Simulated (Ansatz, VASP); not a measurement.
**One calculation of Al, two programs**

Contents of INCAR:

```
ALGO = Normal
EDIFF = 1E-6
ENCUT = 520
ISIF = 2
ISMEAR = 0
LASPH = True
LCHARG = False
LREAL = False
LWAVE = False
NBANDS = 8
NELM = 80
PREC = Accurate
SIGMA = 0.15
```

KPOINTS

```
k-points
0
Gamma
  20 20 20
```

POSCAR

```
Al
1.0
   -1.6309991572      1.6309991572      1.5116577555
    1.6309991572     -1.6309991572      1.5116577555
    1.6309991572      1.6309991572     -1.5116577555
Al
1
Direct
    0.0000000000      0.0000000000      0.0000000000
```

Input for Ansatz:

```yaml
crystal:
  lattice:
    - [-1.6309991572, 1.6309991572, 1.5116577555]
    - [1.6309991572, -1.6309991572, 1.5116577555]
    - [1.6309991572, 1.6309991572, -1.5116577555]
  atoms:
    - { symbol: Al, position: [0.0, 0.0, 0.0] }
basis:
  ecutwfc: 420
kpoints:
  mp_grid: { grid: [20, 20, 20] }
hamiltonian:
  xc: lda
scf:
  occupations: { method: gaussian, width: 0.15 }
output:
  forces: true
  stress: true
  eigenvalues: true
```

Change from the starting cell: strain +0.025 along x and y, -0.050 along z, atoms carried along.

Alike in both runs: task single point; functional LDA; k mesh 20 × 20 × 20; occupations gaussian, width 0.15 eV; no spin polarisation.

|  | VASP | Ansatz |
| --- | --- | --- |
| version | VASP 6.6.1 | Ansatz 0.2.0 |
| potentials or method | VASP PAW LDA potentials, release 64 (Al), cutoff 520 eV | scalar-relativistic, plane waves, PAW |
| valence electrons in the cell | 3 | 3 |

|  | VASP | Ansatz | Ansatz less VASP |
| --- | --- | --- | --- |
| gap on the k mesh at the Fermi level (eV) | none | none | - |
| pressure (GPa) | 0.6 | 0.5 | -0.07 |
| traceless stress, the component that is largest in VASP (GPa) | -1.38 | -1.37 | +0.012 |

LDA's correlation is that of Perdew and Zunger in VASP and of Perdew and Wang (1992) in Ansatz. A gap of «none» marks a metal or a gap that the smearing closes.
